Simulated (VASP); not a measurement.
# Mg5Se (I4/mmm) in VASP: further runs

Runs on Mg5Se. Level: PBE. Tasks: single point, relaxation of cell and atoms.

Everything below comes from runs of VASP 6.6.1. Logs are shortened: lines on timing, memory, paths and dates and some standing lists are left out, and cuts for length are marked.

## (1) The cell of the first run

Symmetry: I4/mmm, No. 139, tetragonal system. Conventional cell: a = 6.329 Å, b = 6.329 Å, c = 6.329 Å, α = 90.00°, β = 90.00°, γ = 90.00°. Within 2.6 Å of Mg (site symmetry m2m) lie 2 Mg at 1.95 to 2.19 Å. Mg (site symmetry 4/mmm) has 4 Mg at 2.19 Å within 2.9 Å. Se (site symmetry 4/mmm) has 18 Mg at 3.16 to 3.85 Å within 4.2 Å.

The cell was generated, and may not be a known phase.

## (2) Single point, PBE

Contents of INCAR:

```
PREC     = Accurate       # precision mode
ENCUT    = 520            # plane-wave cutoff, eV
EDIFF    = 1E-7           # SCF threshold, eV
ISMEAR   = 0              # smearing method
SIGMA    = 0.1            # smearing width, eV
LREAL    = F              # projectors in reciprocal space
LASPH    = T              # aspherical terms in the spheres
NELM     = 80             # most SCF steps
ALGO     = Normal         # electronic algorithm
ISIF     = 2              # what is computed and relaxed
LWAVE    = F              # write WAVECAR
LCHARG   = F              # write CHGCAR
GGA      = PE             # functional
NBANDS   = 17             # bands
```

Contents of KPOINTS:

```
Automatic mesh
0
Gamma
  4 4 4
```

Contents of POSCAR:

```
Mg5Se
1.0
   -3.1647141100      3.1647141100      3.1642859000
    3.1647141100     -3.1647141100      3.1642859000
    3.1647141100      3.1647141100     -3.1642859000
Mg Se
5 1
Direct
    0.5000000000      0.8463136900      0.3463136900
    0.5000000000      0.1536863100      0.6536863100
    0.8463136900      0.5000000000      0.3463136900
    0.1536863100      0.5000000000      0.6536863100
    0.5000000000      0.5000000000      0.0000000000
    0.0000000000      0.0000000000      0.0000000000
```

Potentials or basis: VASP PAW PBE potentials, release 64 (Mg, Se).

On the command line:

```
$ cat potpaw_PBE.64/Mg/POTCAR potpaw_PBE.64/Se/POTCAR > POTCAR
$ mpirun -np 1 vasp_std > vasp.out
```

OUTCAR:

```text
PREC = Accurate
   ENCUT = 520
   EDIFF = 1E-7
   ISMEAR = 0
   LREAL = F
   LASPH = T
   NELM = 80
   ISIF = 2
   GGA = PE

 ion  position               nearest neighbor table
   1  0.500  0.846  0.346-   2 1.95   5 2.19   3 3.10   4 3.10   4 3.45   4 3.45   3 3.45   3 3.45

   2  0.500  0.154  0.654-   1 1.95   5 2.19   4 3.10   3 3.10   4 3.45   3 3.45   4 3.45   3 3.45

   3  0.846  0.500  0.346-   4 1.95   5 2.19   1 3.10   2 3.10   1 3.45   2 3.45   2 3.45   1 3.45

   4  0.154  0.500  0.654-   3 1.95   5 2.19   1 3.10   2 3.10   1 3.45   2 3.45   2 3.45   1 3.45

   5  0.500  0.500  0.000-   1 2.19   2 2.19   3 2.19   4 2.19   6 3.16   6 3.16
   6  0.000  0.000  0.000-   5 3.16   5 3.16

  LATTYP: Found a body centered tetragonal cell.
 ALAT       =     6.3294282200
 C/A-ratio  =     0.9998646924

  Lattice vectors:

 A1 = (  -3.1647141100,   3.1647141100,   3.1642859000)
 A2 = (   3.1647141100,  -3.1647141100,   3.1642859000)
 A3 = (   3.1647141100,   3.1647141100,  -3.1642859000)

Analysis of symmetry for initial positions (statically):
=====================================================================
 Subroutine PRICEL returns:
 Original cell was already a primitive cell.

 Routine SETGRP: Setting up the symmetry group for a
 body centered tetragonal supercell.

 Subroutine GETGRP returns: Found 16 space group operations
 (whereof 16 operations were pure point group operations)
 out of a pool of 16 trial point group operations.

The static configuration has the point symmetry D_4h.

Analysis of symmetry for dynamics (positions and initial velocities):
=====================================================================
 Subroutine PRICEL returns:
 Original cell was already a primitive cell.

 Routine SETGRP: Setting up the symmetry group for a
 body centered tetragonal supercell.

 Subroutine GETGRP returns: Found 16 space group operations
 (whereof 16 operations were pure point group operations)
 out of a pool of 16 trial point group operations.

The dynamic configuration has the point symmetry D_4h.

 Subroutine INISYM returns: Found 16 space group operations
 (whereof 16 operations are pure point group operations),
 and found     1 'primitive' translations

----------------------------------------------------------------------------------------

                                     Primitive cell

  volume of cell :     126.7666

  direct lattice vectors                    reciprocal lattice vectors
[... 88 lines left out ...]
   NFREE  =      0    steps in history (QN), initial steepest desc. (CG)
   ISIF   =      2    stress and relaxation
   ISYM   =      2    0-nonsym 1-usesym 2-fastsym
   POTIM  = 0.5000    time-step for ionic-motion
   TEBEG  =    0.0;   TEEND  =   0.0 temperature during run
   PSTRESS=    0.0 pullay stress
   NELECT =      16.0000    total number of electrons
   NUPDOWN=      -1.0000    fix difference up-down
   EMIN   =  10.00;   EMAX   =-10.00  energy-range for DOS
   EFERMI =   0.00;   METHOD = LEGACY
   ISMEAR =     0;   SIGMA  =   0.10  broadening in eV -4-tet -1-fermi 0-gaus
   EFERMI_NEDOS =   21; number of points for ismear=-14 and -15
   IALGO  =     38    algorithm
   IMIX   =      4    mixing-type and parameters
     AMIX     =   0.40;   BMIX     =  1.00
     AMIX_MAG =   1.60;   BMIX_MAG =  1.00
  volume/ion in A,a.u.               =      21.13       142.58
  Fermi-wavevector in a.u.,A,eV,Ry     =   0.821196  1.551835  9.175254  0.674362
  Thomas-Fermi vector in A             =   1.932312
   LORBIT       =      0    0 simple, 1 ext, 2 COOP (PROOUT), +10 PAW based schemes
   GGA     = PE    functional components
   LHFCALC =     F    Hartree Fock is set to
   AEXX    =    0.0000 exact exchange contribution
   IVDW    =     0    specifies the selected vdW correction
   LEPSILON=     F    determine dielectric tensor
   LRPA    =     F    only Hartree local field effects (RPA)
 non-spin polarized calculation
 Gauss-broadening in eV      SIGMA  =   0.10
  energy-cutoff  :      520.00
  volume of cell :      126.77
 maximum number of plane-waves:      3463
 NGX is ok and might be reduce to    42
   NGX = 21   NGY = 21   NGZ = 21

 number of electron      15.9999998 magnetization

 Free energy of the ion-electron system (eV)
  ---------------------------------------------------
  ext. energy  EPLUGINS =         0.00000000
  ---------------------------------------------------
  free energy    TOTEN  =        -0.04128162 eV

  energy without entropy =       -0.02528483  energy(sigma->0) =       -0.03328323

 E-fermi :   3.1385     XC(G=0):  -8.8614

 val. band max:        3.1055527350   @ k =   0.5000   0.2500   0.0000
 cond. band min:       3.3863809655   @ k =   0.5000   0.5000   0.5000
 fundamental gap:      0.2808282305
 Fermi energy:         3.1385333202

 k-point     1 :       0.0000    0.0000    0.0000
  band No.  band energies     occupation
      1      -9.2884      2.00000
      2      -2.6383      2.00000
      3       0.4025      2.00000
      4       0.4025      2.00000
      5       0.5179      2.00000
      6       2.1168      2.00000
[... 237 lines left out ...]
      4      -0.9980      2.00000
      5      -0.7887      2.00000
      6      -0.6170      2.00000
[... 9 lines left out ...]
     16       8.9658      0.00000
     17       8.9662      0.00000

------------------------ aborting loop because EDIFF is reached ----------------------------------------

  FORCE on cell =-STRESS in cart. coord.  units (eV):
  Direction    XX          YY          ZZ          XY          YZ          ZX
  --------------------------------------------------------------------------------------
  -------------------------------------------------------------------------------------
  Total       31.9882641     31.9882641     -5.9453950      0.0000000     -0.0000000      0.0000000
  in kB      404.2933347    404.2933347    -75.1426700      0.0000000     -0.0000000      0.0000000
  external PRESSURE =     244.4813331 kB  Pullay stress =       0.0000000 kB

 VOLUME and BASIS-vectors are now :
 -----------------------------------------------------------------------------
  energy-cutoff  :      520.00
  volume of cell :      126.77
      direct lattice vectors                 reciprocal lattice vectors
    -3.164714110  3.164714110  3.164285900     0.000000000  0.157992154  0.158013535
     3.164714110 -3.164714110  3.164285900     0.157992154  0.000000000  0.158013535
     3.164714110  3.164714110 -3.164285900     0.157992154  0.157992154  0.000000000

 POSITION                                       TOTAL-FORCE (eV/Angst)
 -----------------------------------------------------------------------------------
      2.19197      0.00000      3.16429        -3.110119     -0.000000     -0.000000
      0.97275      3.16471      0.00000         3.110119      0.000000     -0.000000
      0.00000      2.19197      3.16429         0.000000     -3.110119     -0.000000
      3.16471      0.97275      0.00000         0.000000      3.110119     -0.000000
      0.00000      0.00000      3.16429         0.000000      0.000000      0.000000
      0.00000      0.00000      0.00000         0.000000     -0.000000     -0.000000
 -----------------------------------------------------------------------------------
    total drift:                               -0.000000      0.000000      0.000000

  FREE ENERGIE OF THE ION-ELECTRON SYSTEM (eV)
  ---------------------------------------------------
  free  energy   TOTEN  =        -0.0412816195 eV

  energy  without entropy=       -0.0252848349  energy(sigma->0) =       -0.03328323
```

stdout:

```text
POSCAR found type information on POSCAR MgSe
 POSCAR found :  2 types and       6 ions
 scaLAPACK will be used
 LDA part: xc-table for (Slater+PW92), standard interpolation
 POSCAR, INCAR and KPOINTS ok, starting setup
 FFT: planning ... GRIDC
 FFT: planning ... GRID_SOFT
 FFT: planning ... GRID
 WAVECAR not read
 entering main loop
```

It took 24 s on 1 thread of Intel Xeon Platinum 8488C (Sapphire Rapids), shared host; peak memory 0.24 GiB.

Results:

| Property | Result |
| --- | --- |
| Free energy | -0.0413 eV |
| Pressure | 24.4 GPa |
| Largest force | 3.110 eV/Å |
| Band gap on the k mesh | zero (bands 8 and 9 overlap by 0.87 eV) |

Forces on the atoms (eV/Å):
```
Mg  -3.110  0.000  0.000
Mg   3.110  0.000  0.000
Mg   0.000 -3.110  0.000
Mg   0.000  3.110  0.000
Mg   0.000  0.000  0.000
Se   0.000  0.000  0.000
```

Stress tensor (GPa, compression positive):
```
40.43  0.00  0.00
 0.00 40.43  0.00
 0.00  0.00 -7.51
```

Caveat: atoms lie so close that the PAW spheres overlap strongly, which falsifies energies and pressures; the stress differs along the axes, from -8 to 40 GPa; forces of over 1 eV/Å act on the atoms, so gaps and moduli don't describe the material at rest.

## (3) Single point, PBE

This run uses another cell than the first one, of 33.54 Å³/atom.

Contents of INCAR:

```
SYSTEM = Mg5Se
  ALGO = Normal
  EDIFF = 1E-7
  ENCUT = 520
  GGA = PE
  ISIF = 2
  ISMEAR = 0
  LASPH = .TRUE.
  LCHARG = .FALSE.
  LREAL = .FALSE.
  LWAVE = .FALSE.
  NBANDS = 17
  NELM = 60
  PREC = Accurate
  SIGMA = 0.1
```

Contents of KPOINTS:

```
k-points
0
G
  4 4 4
  0 0 0
```

Contents of POSCAR:

```
Mg5Se
1.0
   -4.5609510355      4.5609510355      2.4181772475
    4.5609510355     -4.5609510355      2.4181772475
    4.5609510355      4.5609510355     -2.4181772475
Mg Se
5 1
Direct
    0.5000000000      0.8315667056      0.3315667056
    0.5000000000      0.1684332944      0.6684332944
    0.8315667056      0.5000000000      0.3315667056
    0.1684332944      0.5000000000      0.6684332944
    0.5000000000      0.5000000000      0.0000000000
    0.0000000000      0.0000000000      0.0000000000
```

Potentials or basis: VASP PAW PBE potentials, release 64 (Mg, Se).

On the command line:

```
$ cat potpaw_PBE.64/Mg/POTCAR potpaw_PBE.64/Se/POTCAR > POTCAR
$ mpirun -np 1 vasp_std > vasp.out
```

Wall time 54 s (1 thread of Intel Xeon Platinum 8488C (Sapphire Rapids), shared host); peak memory 0.39 GiB.

The run converged. Its results:

| Item | Value |
| --- | --- |
| Free energy | -9.3262 eV |
| Pressure | 0.0 GPa |
| Largest force | 0.015 eV/Å |
| Band gap on the k mesh | zero (bands 8 and 9 overlap by 0.37 eV) |

Forces on the atoms (eV/Å):
```
Mg   0.015  0.000  0.000
Mg  -0.015  0.000  0.000
Mg   0.000  0.015  0.000
Mg   0.000 -0.015  0.000
Mg   0.000  0.000  0.000
Se   0.000  0.000  0.000
```

Stress tensor (GPa, compression positive):
```
 0.04  0.00  0.00
 0.00  0.04  0.00
 0.00  0.00 -0.11
```

Levels at points of the mesh, in eV from the Fermi level:
| k point | band 4 | band 5 | band 6 | band 7 | band 8 | band 9 | band 10 | band 11 | band 12 | band 13 |
| --- | --- | --- | --- | --- | --- | --- | --- | --- | --- | --- |
| (0.00, 0.00, 0.00) | -2.85 | -2.85 | -1.24 | -0.10 | -0.10 | 0.02 | 1.25 | 1.81 | 2.20 | 2.20 |
| (0.50, 0.00, 0.00) | -3.07 | -2.20 | -1.74 | -1.30 | -0.19 | -0.11 | 0.73 | 0.85 | 2.00 | 2.87 |
| (0.50, 0.50, 0.00) | -2.78 | -2.62 | -2.22 | -0.87 | 0.27 | 1.02 | 1.03 | 1.19 | 2.88 | 2.91 |
| (0.50, 0.50, 0.50) | -3.43 | -3.31 | -1.76 | -0.32 | -0.32 | 1.08 | 2.26 | 2.53 | 3.18 | 3.18 |

Caveat: the k points lie up to 0.37 Å⁻¹ apart; semilocal functionals underestimate gaps, and a narrow one can read as zero.

## (4) Relaxation of cell and atoms, PBE

Contents of INCAR:

```
SYSTEM = Mg5Se
PREC = Accurate
ENCUT = 600
EDIFF = 1E-6
ISMEAR = 0
SIGMA = 0.1
LREAL = .False.
LASPH = .True.
NELM = 60
ALGO = Normal
ISIF = 3
LWAVE = .False.
LCHARG = .False.
GGA = PE
IBRION = 2
NSW = 90
EDIFFG = -0.04
```

Contents of KPOINTS:

```
Automatic mesh
0
Gamma
  4 4 4
  0 0 0
```

Contents of POSCAR:

```
Mg5Se
1.0
   -3.1647141100      3.1647141100      3.1642859000
    3.1647141100     -3.1647141100      3.1642859000
    3.1647141100      3.1647141100     -3.1642859000
Mg Se
5 1
Direct
    0.5000000000      0.8463136900      0.3463136900
    0.5000000000      0.1536863100      0.6536863100
    0.8463136900      0.5000000000      0.3463136900
    0.1536863100      0.5000000000      0.6536863100
    0.5000000000      0.5000000000      0.0000000000
    0.0000000000      0.0000000000      0.0000000000
```

Potentials or basis: VASP PAW PBE potentials, release 64 (Mg, Se).

On the command line:

```
$ cat potpaw_PBE.64/Mg/POTCAR potpaw_PBE.64/Se/POTCAR > POTCAR
$ mpirun -np 1 vasp_std > vasp.out
```

OUTCAR:

```text
SYSTEM = Mg5Se
   PREC = Accurate
   ENCUT = 600
   EDIFF = 1E-6
   ISMEAR = 0
   LREAL = .False.
   LASPH = .True.
   NELM = 60
   ISIF = 3
   GGA = PE
   IBRION = 2
   NSW = 90
   EDIFFG = -0.04

 ion  position               nearest neighbor table
   1  0.500  0.846  0.346-   2 1.95   5 2.19   3 3.10   4 3.10   4 3.45   4 3.45   3 3.45   3 3.45

   2  0.500  0.154  0.654-   1 1.95   5 2.19   4 3.10   3 3.10   4 3.45   3 3.45   4 3.45   3 3.45

   3  0.846  0.500  0.346-   4 1.95   5 2.19   1 3.10   2 3.10   1 3.45   2 3.45   2 3.45   1 3.45

   4  0.154  0.500  0.654-   3 1.95   5 2.19   1 3.10   2 3.10   1 3.45   2 3.45   2 3.45   1 3.45

   5  0.500  0.500  0.000-   1 2.19   2 2.19   3 2.19   4 2.19   6 3.16   6 3.16
   6  0.000  0.000  0.000-   5 3.16   5 3.16

  LATTYP: Found a body centered tetragonal cell.
 ALAT       =     6.3294282200
[... 301 lines left out ...]

 number of electron      15.9999999 magnetization

------------------------ aborting loop because EDIFF is reached ----------------------------------------
[... 75 lines left out ...]
--------------------------------------- Ionic step       14  -------------------------------------------

 number of electron      15.9999999 magnetization

 Free energy of the ion-electron system (eV)
  ---------------------------------------------------
  ext. energy  EPLUGINS =         0.00000000
  ---------------------------------------------------
  free energy    TOTEN  =        -9.32311770 eV

  energy without entropy =       -9.31359105  energy(sigma->0) =       -9.31835437

 E-fermi :   0.8549     XC(G=0):  -7.2959

 val. band max:        0.8369713989   @ k =  -0.2500   0.2500   0.0000
 cond. band min:       0.8736291228   @ k =   0.0000   0.0000   0.0000
 fundamental gap:      0.0366577239
 Fermi energy:         0.8549169768

 k-point     1 :       0.0000    0.0000    0.0000
  band No.  band energies     occupation
      1     -11.6476      2.00000
      2      -3.9863      2.00000
      3      -2.4346      2.00000
      4      -2.0005      2.00000
      5      -2.0005      2.00000
      6      -0.3728      2.00000
      7       0.7501      1.86166
      8       0.7501      1.86166
      9       0.8736      0.79129
     10       2.1399      0.00000
     11       3.0584      0.00000
     12       3.0584      0.00000
[... 211 lines left out ...]
  FREE ENERGIE OF THE ION-ELECTRON SYSTEM (eV)
  ---------------------------------------------------
  free  energy   TOTEN  =        -9.3231177007 eV

  energy  without entropy=       -9.3135910467  energy(sigma->0) =       -9.31835437

 reached required accuracy - stopping structural energy minimisation
```

Wall time 3.6 min (1 thread of Intel Xeon Platinum 8488C (Sapphire Rapids), shared host); peak memory 0.33 GiB.

What came out:

```yaml
Free_energy: -9.3231 eV
Relaxed_volume: 33.57 Å³/atom
Relaxed_cell: a = 6.895 Å, b = 6.895 Å, c = 6.895 Å, α = 97.05°, β = 97.05°, γ = 138.99°
Space_group_after_relaxing_to_0.1_Å: I4/mmm (No. 139)
Energy_gained_by_relaxing: 1546.9 meV/atom
Ionic_steps: 14
Pressure_after_relaxing: 0.0 GPa
Largest_force_after_relaxing: 0.035 eV/Å
Band_gap_on_the_k_mesh: zero (bands 8 and 9 overlap by 0.37 eV)
```

Forces in eV/Å, atoms in the order of the input:
```
Mg   0.035  0.000  0.000
Mg  -0.035  0.000  0.000
Mg   0.000  0.035  0.000
Mg   0.000 -0.035  0.000
Mg   0.000  0.000  0.000
Se   0.000  0.000  0.000
```

Step by step:
| step | energy change (eV) | largest force (eV/Å) | pressure (GPa) | volume (Å³) |
| --- | --- | --- | --- | --- |
| 1 | 0.0000 | 3.1104 | 24.45 | 126.77 |
| 2 | -7.9802 | 0.6784 | 0.39 | 190.79 |
| 3 | -8.1069 | 0.6982 | -0.45 | 198.48 |
| 4 | -8.1774 | 0.6921 | -1.65 | 214.17 |
| 5 | -8.1790 | 0.6950 | -1.53 | 212.27 |
| 6 | -8.5941 | 0.4692 | -1.29 | 203.55 |
| 7 | -9.1798 | 0.0623 | 0.79 | 185.29 |
| 8 | -9.1590 | 0.0636 | 2.16 | 179.74 |
| 9 | -9.1898 | 0.0170 | 1.24 | 183.25 |
| 10 | -9.2560 | 0.0173 | 0.71 | 191.00 |
| 11 | -9.2753 | 0.0356 | 0.41 | 197.42 |
| 12 | -9.2758 | 0.0394 | 0.34 | 198.80 |
| 13 | -9.2799 | 0.0333 | -0.18 | 202.74 |
| 14 | -9.2811 | 0.0354 | -0.01 | 201.44 |

Final structure:
```cif
data_structure
_symmetry_space_group_name_H-M 'P 1'
_symmetry_Int_Tables_number 1
_cell_length_a 6.8948
_cell_length_b 6.8948
_cell_length_c 6.8948
_cell_angle_alpha 97.047
_cell_angle_beta 97.047
_cell_angle_gamma 138.994
_cell_volume 201.44
loop_
_atom_site_label
_atom_site_type_symbol
_atom_site_fract_x
_atom_site_fract_y
_atom_site_fract_z
_atom_site_occupancy
Mg1 Mg 0.50000 0.83111 0.33111 1
Mg2 Mg 0.50000 0.16889 0.66889 1
Mg3 Mg 0.83111 0.50000 0.33111 1
Mg4 Mg 0.16889 0.50000 0.66889 1
Mg5 Mg 0.50000 0.50000 0.00000 1
Se1 Se 0.00000 0.00000 0.00000 1
```

Levels at points of the mesh, in eV from the Fermi level:
| k point | band 4 | band 5 | band 6 | band 7 | band 8 | band 9 | band 10 | band 11 | band 12 |
| --- | --- | --- | --- | --- | --- | --- | --- | --- | --- |
| (0.00, 0.00, 0.00) | -2.86 | -2.86 | -1.23 | -0.10 | -0.10 | 0.02 | 1.28 | 2.20 | 2.20 |
| (0.50, 0.00, 0.00) | -3.06 | -2.20 | -1.74 | -1.30 | -0.19 | -0.10 | 0.74 | 0.85 | 2.00 |
| (0.50, 0.50, 0.00) | -2.78 | -2.63 | -2.22 | -0.87 | 0.27 | 1.02 | 1.06 | 1.20 | 2.91 |
| (0.50, 0.50, 0.50) | -3.44 | -3.32 | -1.76 | -0.33 | -0.33 | 1.11 | 2.29 | 2.53 | 3.18 |

Caveat: the volume moved by over 15 % at a fixed basis, so the end points are rough; semilocal functionals underestimate gaps, and a narrow one can read as zero.

(Continued in part 2 of 3.)

The gap in the log of VASP goes by the Fermi energy; the results here count the filled bands.